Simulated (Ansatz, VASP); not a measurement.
Two plane-wave programs on WSe2

Contents of INCAR:

```
SYSTEM = WSe2
  PREC = Accurate
  ENCUT = 520
  EDIFF = 1E-7
  ISMEAR = 0
  SIGMA = 0.05
  LREAL = .False.
  LASPH = .True.
  NELM = 150
  ALGO = Normal
  ISIF = 2
  LWAVE = .False.
  LCHARG = .False.
  ISPIN = 2
  MAGMOM = 0.05 0.05 0 0 0 0
  LORBIT = 11
  LMAXMIX = 4
  GGA = PS
  NBANDS = 39
```

The input KPOINTS:

```
regular mesh
0
Gamma
  10 10 2
  0 0 0
```

File POSCAR:

```
WSe2
1.0
    3.3206726644      0.0000000000      0.0000000000
   -1.6603363322      2.8757868850      0.0000000000
    0.0000000000      0.0000000000     15.2692400593
W Se
2 4
Direct
    0.3333333333      0.6666666667      0.2500000000
    0.6666666667      0.3333333333      0.7500000000
    0.3333333333      0.6666666667      0.6400904823
    0.6666666667      0.3333333333      0.1400904823
    0.3333333333      0.6666666667      0.8599095177
    0.6666666667      0.3333333333      0.3599095177
```

Input for Ansatz:

```yaml
crystal:
  lattice:
    - [3.3206726644, 0.0, 0.0]
    - [-1.6603363322, 2.875786885, 0.0]
    - [0.0, 0.0, 15.2692400593]
  atoms:
    - { symbol: W, position: [0.3333333333, 0.6666666667, 0.25], spin: 0.05 }
    - { symbol: W, position: [0.6666666667, 0.3333333333, 0.75], spin: 0.05 }
    - { symbol: Se, position: [0.3333333333, 0.6666666667, 0.6400904823] }
    - { symbol: Se, position: [0.6666666667, 0.3333333333, 0.1400904823] }
    - { symbol: Se, position: [0.3333333333, 0.6666666667, 0.8599095177] }
    - { symbol: Se, position: [0.6666666667, 0.3333333333, 0.3599095177] }
basis:
  ecutwfc: 420
  ecutrho_ratio: 4
kpoints:
  mp_grid: { grid: [10, 10, 2] }
hamiltonian:
  xc: pbesol
scf:
  occupations: { method: gaussian, width: 0.05 }
  lower_state_search: "off"
output:
  forces: true
  stress: true
  eigenvalues: true
  populations: true
magnetization:
  spin_polarized: true
checkpoint:
  read: start.run
  write: ck
  compress: false
  write_wavefunctions: false
  write_every: 100000
```

Alike in both runs: task single point; functional PBEsol; k mesh 10 × 10 × 2; occupations gaussian, width 0.05 eV; collinear spin.

|  | VASP | Ansatz |
| --- | --- | --- |
| version | VASP 6.6.1 | Ansatz 0.2.0 |
| potentials or method | VASP PAW PBE potentials, release 64 (W_sv, Se), cutoff 520 eV | scalar-relativistic, plane waves, PAW |
| valence electrons in the cell | 52 | 92 |

Ansatz gave:

| Quantity | Value |
| --- | --- |
| gap on the k mesh at the Fermi level (eV) | 1.63 |
| least direct gap on the mesh (eV) | 1.81 |
| pressure (GPa) | -3.8 |
| traceless stress, the component that is largest in VASP (GPa) | 0.47 |
| rms of the force components (eV/Å) | 0.187 |
| net moment per atom (μB) | 0.00 |

**Question.** Estimate VASP's values.

**Answer.** gap on the k mesh at the Fermi level (eV): 1.62; least direct gap on the mesh (eV): 1.81; pressure (GPa): -3.4; traceless stress, the component that is largest in VASP (GPa): 0.54; rms of the force components (eV/Å): 0.162; net moment per atom (μB): 0.00.

VASP's potentials were made for PBE, not for PBEsol. Atom by atom the forces differ by 0.025 eV/Å (rms over components). With one functional, cell and mesh, what is left measures potentials, basis and numerics. VASP's potentials hold 52 valence electrons a cell and Ansatz's 92, so a difference there can come from the potentials and not from the codes. Ansatz's warnings: seeded moment not kept.

Neither program's run includes spin-orbit coupling.
